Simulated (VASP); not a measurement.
# Pb8S7 (a cell with a defect) in VASP: single point with PBE+D3(BJ)

Aim: the single point of Pb8S7 (a cell with a defect) with PBE+D3(BJ).

All numbers are computed with VASP 6.6.1; they aren't measurements. Logs are shortened: lines on timing, memory, paths and dates and some standing lists are left out, and cuts for length are marked.

## (1) The cell of the first run

The cell holds a defect, 15 atoms: a = 5.934 Å, b = 5.934 Å, c = 11.868 Å, α = 90.00°, β = 90.00°, γ = 90.00°.

## (2) Single point, PBE+D3(BJ) (atoms taken out, then relaxed in part)

File INCAR:

```
SYSTEM = Pb8S7
PREC = Accurate ; ENCUT = 520
EDIFF = 1E-6 ; ISMEAR = 0
SIGMA = 0.05 ; LREAL = Auto
LASPH = .True. ; NELM = 80
ALGO = Normal ; ISIF = 2
LWAVE = .False. ; LCHARG = .False.
GGA = PE ; IVDW = 12
NBANDS = 90
```

File KPOINTS:

```
Automatic mesh
0
Gamma
  4 4 2
  0 0 0
```

File POSCAR:

```
Pb8S7
1.0
    0.0000000000     -5.9335688416      0.0000000000
    5.9335688416      0.0000000000      0.0000000000
    0.0000000000      0.0000000000     11.8682244643
Pb S
8 7
Direct
    0.2500000000      0.5000000000      0.1250017632
    0.7500000000      0.0000000000      0.1250017632
    0.7500000000      0.5000000000      0.8711351407
    0.2500000000      0.0000000000      0.8774074539
    0.7500000000      0.5000000000      0.3788297984
    0.2500000000      0.0000000000      0.3725954347
    0.2500000000      0.5000000000      0.6250130704
    0.7500000000      0.0000000000      0.6250130704
    0.2500000000      0.0000000000      0.6250190682
    0.2500000000      0.5000000000      0.3725617334
    0.7500000000      0.0000000000      0.3725617334
    0.2500000000      0.5000000000      0.8774054312
    0.7500000000      0.0000000000      0.8774054312
    0.7500000000      0.5000000000      0.1250049619
    0.2500000000      0.0000000000      0.1250152552
```

Potentials or basis: VASP PAW PBE potentials, release 64 (Pb_d, S).

The run is started by

```bash
cat potpaw_PBE.64/Pb_d/POTCAR potpaw_PBE.64/S/POTCAR > POTCAR
mpirun -np 1 vasp_std > vasp.out
```

OUTCAR:

```text
SYSTEM = Pb8S7
   PREC = Accurate
   ENCUT = 520
   EDIFF = 1E-6
   ISMEAR = 0
   LREAL = Auto
   LASPH = .True.
   NELM = 80
   ISIF = 2
   GGA = PE
   IVDW = 12
 IVDW          = 12

 ion  position               nearest neighbor table
   1  0.250  0.500  0.125-  10 2.94  12 2.94  14 2.97  14 2.97  15 2.97  15 2.97
   2  0.750  0.000  0.125-  11 2.94  13 2.94  14 2.97  14 2.97  15 2.97  15 2.97
   3  0.750  0.500  0.871-  12 2.97  13 2.97  13 2.97  12 2.97  14 3.01
   4  0.250  0.000  0.877-  15 2.94  13 2.97  12 2.97  12 2.97  13 2.97   9 3.00
   5  0.750  0.500  0.379-  10 2.97  11 2.97  11 2.97  10 2.97  14 3.01
   6  0.250  0.000  0.373-  15 2.94  11 2.97  10 2.97  10 2.97  11 2.97   9 3.00
   7  0.250  0.500  0.625-   9 2.97   9 2.97  12 3.00  10 3.00
   8  0.750  0.000  0.625-   9 2.97   9 2.97  13 3.00  11 3.00
   9  0.250  0.000  0.625-   7 2.97   8 2.97   7 2.97   8 2.97   4 3.00   6 3.00
  10  0.250  0.500  0.373-   1 2.94   6 2.97   6 2.97   5 2.97   5 2.97   7 3.00
  11  0.750  0.000  0.373-   2 2.94   6 2.97   6 2.97   5 2.97   5 2.97   8 3.00
  12  0.250  0.500  0.877-   1 2.94   4 2.97   4 2.97   3 2.97   3 2.97   7 3.00
  13  0.750  0.000  0.877-   2 2.94   4 2.97   4 2.97   3 2.97   3 2.97   8 3.00
  14  0.750  0.500  0.125-   1 2.97   2 2.97   2 2.97   1 2.97   5 3.01   3 3.01
  15  0.250  0.000  0.125-   6 2.94   4 2.94   1 2.97   2 2.97   1 2.97   2 2.97

  LATTYP: Found a simple tetragonal cell.
 ALAT       =     5.9335688416
 C/A-ratio  =     2.0001831581

  Lattice vectors:

 A1 = (   0.0000000000,  -5.9335688416,   0.0000000000)
 A2 = (   5.9335688416,   0.0000000000,   0.0000000000)
 A3 = (   0.0000000000,   0.0000000000,  11.8682244643)

Analysis of symmetry for initial positions (statically):
=====================================================================
 Subroutine PRICEL returns:
 Original cell was already a primitive cell.

 Routine SETGRP: Setting up the symmetry group for a
 simple tetragonal supercell.

 Subroutine GETGRP returns: Found  8 space group operations
 (whereof  2 operations were pure point group operations)
 out of a pool of 16 trial point group operations.

The static configuration has the point symmetry C_1h.
 The point group associated with its full space group is C_4v.

Analysis of symmetry for dynamics (positions and initial velocities):
=====================================================================
 Subroutine PRICEL returns:
 Original cell was already a primitive cell.

 Routine SETGRP: Setting up the symmetry group for a
[... 137 lines left out ...]
   IALGO  =     38    algorithm
   IMIX   =      4    mixing-type and parameters
     AMIX     =   0.40;   BMIX     =  1.00
     AMIX_MAG =   1.60;   BMIX_MAG =  1.00
  volume/ion in A,a.u.               =      27.86       187.98
  Fermi-wavevector in a.u.,A,eV,Ry     =   1.173751  2.218067 18.744617  1.377690
  Thomas-Fermi vector in A             =   2.310159
   LORBIT       =      0    0 simple, 1 ext, 2 COOP (PROOUT), +10 PAW based schemes
   GGA     = PE    functional components
   LHFCALC =     F    Hartree Fock is set to
   AEXX    =    0.0000 exact exchange contribution
   IVDW    =    12    specifies the selected vdW correction
   LEPSILON=     F    determine dielectric tensor
   LRPA    =     F    only Hartree local field effects (RPA)
 non-spin polarized calculation
 Gauss-broadening in eV      SIGMA  =   0.05
  energy-cutoff  :      520.00
  volume of cell :      417.85
 maximum number of plane-waves:     11288
 NGX is ok and might be reduce to    48
   NGX = 23   NGY = 23   NGZ = 45

 number of electron     153.9999986 magnetization

 Free energy of the ion-electron system (eV)
  ---------------------------------------------------
  ext. energy  EPLUGINS =         0.00000000
  ---------------------------------------------------
  free energy    TOTEN  =       -63.82454524 eV

  energy without entropy =      -63.81773540  energy(sigma->0) =      -63.82114032

 E-fermi :   5.9231     XC(G=0):  -9.4559

 val. band max:        5.9045815378   @ k =   0.5000   0.5000   0.5000
 cond. band min:       5.9306482141   @ k =   0.5000   0.0000   0.5000
 fundamental gap:      0.0260666763
 Fermi energy:         5.9230629152

 k-point     1 :       0.0000    0.0000    0.0000
  band No.  band energies     occupation
      1     -11.6304      2.00000
      2     -11.6152      2.00000
      3     -11.6022      2.00000
      4     -11.5845      2.00000
      5     -11.5775      2.00000
      6     -11.5595      2.00000
[... 1093 lines left out ...]
     88       7.5920      0.00000
     89       7.6283      0.00000
 [bands above 89 left out]

------------------------ aborting loop because EDIFF is reached ----------------------------------------

 Edisp (eV)   -5.07342

 E8    (eV) :    -2.3115

  FORCE on cell =-STRESS in cart. coord.  units (eV):
  Direction    XX          YY          ZZ          XY          YZ          ZX
  --------------------------------------------------------------------------------------
  -------------------------------------------------------------------------------------
  Total      -0.48256    -0.48256    -1.18635     0.00000     0.00000     0.00000
  in kB      -1.85032    -1.85032    -4.54891     0.00000     0.00000     0.00000
  external pressure =       -2.75 kB  Pullay stress =        0.00 kB

 VOLUME and BASIS-vectors are now :
 -----------------------------------------------------------------------------
  energy-cutoff  :      520.00
  volume of cell :      417.85
      direct lattice vectors                 reciprocal lattice vectors
     0.000000000 -5.933568842  0.000000000     0.000000000 -0.168532636  0.000000000
     5.933568842  0.000000000  0.000000000     0.168532636  0.000000000  0.000000000
     0.000000000  0.000000000 11.868224464     0.000000000  0.000000000  0.084258602

 POSITION                                       TOTAL-FORCE (eV/Angst)
 -----------------------------------------------------------------------------------
      2.96678     -1.48339      1.48355         0.000000     -0.000000      0.009486
      0.00000     -4.45018      1.48355         0.000000     -0.000000      0.009486
      2.96678     -4.45018     10.33883         0.000000     -0.000000      0.003628
      0.00000     -1.48339     10.41327         0.000000     -0.000000     -0.010246
      2.96678     -4.45018      4.49604         0.000000     -0.000000     -0.000513
      0.00000     -1.48339      4.42205         0.000000      0.000000     -0.016992
      2.96678     -1.48339      7.41780        -0.000000     -0.000000      0.009278
      0.00000     -4.45018      7.41780         0.000000     -0.000000      0.009278
      0.00000     -1.48339      7.41787        -0.000000     -0.000000      0.000589
      2.96678     -1.48339      4.42165         0.000000     -0.000000     -0.003657
      0.00000     -4.45018      4.42165         0.000000     -0.000000     -0.003657
      2.96678     -1.48339     10.41324        -0.000000     -0.000000     -0.003317
      0.00000     -4.45018     10.41324         0.000000      0.000000     -0.003317
      2.96678     -4.45018      1.48359        -0.000000      0.000000      0.000250
      0.00000     -1.48339      1.48371         0.000000     -0.000000     -0.000297
 -----------------------------------------------------------------------------------
    total drift:                                0.000000     -0.000000      0.050560

  FREE ENERGIE OF THE ION-ELECTRON SYSTEM (eV)
  ---------------------------------------------------
  free  energy   TOTEN  =       -68.8979619744 eV

  energy  without entropy=      -68.8911521349  energy(sigma->0) =      -68.89455705
```

Run time: 20 min. Hardware: 1 thread of Intel Xeon 8259CL, shared host; peak memory 0.62 GiB.

What came out:

```yaml
Free_energy: -68.8980 eV
Pressure: -0.3 GPa
Largest_force: 0.017 eV/Å
Band_gap_on_the_k_mesh: zero (bands 77 and 78 overlap by 0.72 eV)
Dispersion_energy_per_atom: -0.338 eV
```

Forces in eV/Å, atoms in the order of the input:
```
Pb   0.000  0.000  0.009
Pb   0.000  0.000  0.009
Pb   0.000  0.000  0.004
Pb   0.000  0.000 -0.010
Pb   0.000  0.000 -0.001
Pb   0.000  0.000 -0.017
Pb   0.000  0.000  0.009
Pb   0.000  0.000  0.009
S    0.000  0.000  0.001
S    0.000  0.000 -0.004
S    0.000  0.000 -0.004
S    0.000  0.000 -0.003
S    0.000  0.000 -0.003
S    0.000  0.000  0.000
S    0.000  0.000  0.000
```

Stress tensor (GPa, compression positive):
```
-0.19  0.00  0.00
 0.00 -0.19  0.00
 0.00  0.00 -0.45
```

Levels at points of the mesh, in eV from the Fermi level:
| k point | band 75 | band 76 | band 77 | band 78 | band 79 | band 80 |
| --- | --- | --- | --- | --- | --- | --- |
| (0.00, 0.00, 0.00) | -1.89 | -1.54 | 0.62 | 0.62 | 0.79 | 1.12 |
| (0.50, 0.00, 0.00) | -1.36 | -1.30 | -0.72 | 0.03 | 0.50 | 0.68 |
| (0.50, 0.50, 0.00) | -0.72 | -0.72 | -0.51 | -0.10 | -0.10 | -0.08 |
| (0.00, 0.00, 0.50) | -2.27 | -1.99 | 0.61 | 0.61 | 1.24 | 1.83 |
| (0.50, 0.00, 0.50) | -1.55 | -1.55 | -0.26 | 0.01 | 0.66 | 0.98 |
| (0.50, 0.50, 0.50) | -1.06 | -1.06 | -1.06 | -0.02 | 0.32 | 0.32 |

Caveat: the cell differs from its parent crystal (atoms taken out, then relaxed in part); spin-orbit coupling is left out, which moves the levels of the heavy elements.

The gap in the log of VASP goes by the Fermi energy; the results here count the filled bands.